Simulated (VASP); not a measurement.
Here is a VASP 6.6.1 calculation.

File INCAR:

```
SYSTEM = F
PREC     = Accurate       ! precision mode
ENCUT    = 520            ! plane-wave cutoff, eV
EDIFF    = 1E-6           ! SCF threshold, eV
ISMEAR   = 0              ! smearing method
SIGMA    = 0.05           ! smearing width, eV
LREAL    = .False.        ! projectors in reciprocal space
LASPH    = .True.         ! aspherical terms in the spheres
NELM     = 100            ! most SCF steps
ALGO     = Normal         ! electronic algorithm
ISIF     = 2              ! what is computed and relaxed
LWAVE    = .False.        ! write WAVECAR
LCHARG   = .False.        ! write CHGCAR
GGA      = PS             ! functional
NBANDS   = 22             ! bands
```

Contents of KPOINTS:

```
regular mesh
0
Gamma
  4 4 2
  0 0 0
```

File POSCAR:

```
F
1.0
    2.9711538787     -1.7076239636     -0.2291610188
    2.9711538787      1.7076239636     -0.2291610188
   -2.2340807490      0.0000000000      6.8385662294
F
4
Direct
    0.0848459664      0.0848459664      0.0940038325
    0.9151540336      0.9151540336      0.9059961675
    0.5015719855      0.5015719855      0.5937195244
    0.4984280145      0.4984280145      0.4062804756
```

Potentials or basis: VASP PAW PBE potentials, release 64 (F).

Launch:

```bash
$ cat potpaw_PBE.64/F/POTCAR > POTCAR
$ mpirun -np 1 vasp_std > vasp.out
```

Estimate the pressure.

6.5 GPa.

Predict the band gap on the k mesh.

3.68 eV, indirect (least direct gap 3.79 eV).

Forces in eV/Å, atoms in the order of the input:
```
F    1.398  0.000  2.848
F   -1.398  0.000 -2.848
F   -0.965  0.000  3.039
F    0.965  0.000 -3.039
```

Caveat: the k points lie up to 0.54 Å⁻¹ apart; the PAW data sets were made with another functional, which shifts forces and pressure a little. A k mesh can miss the band edges.
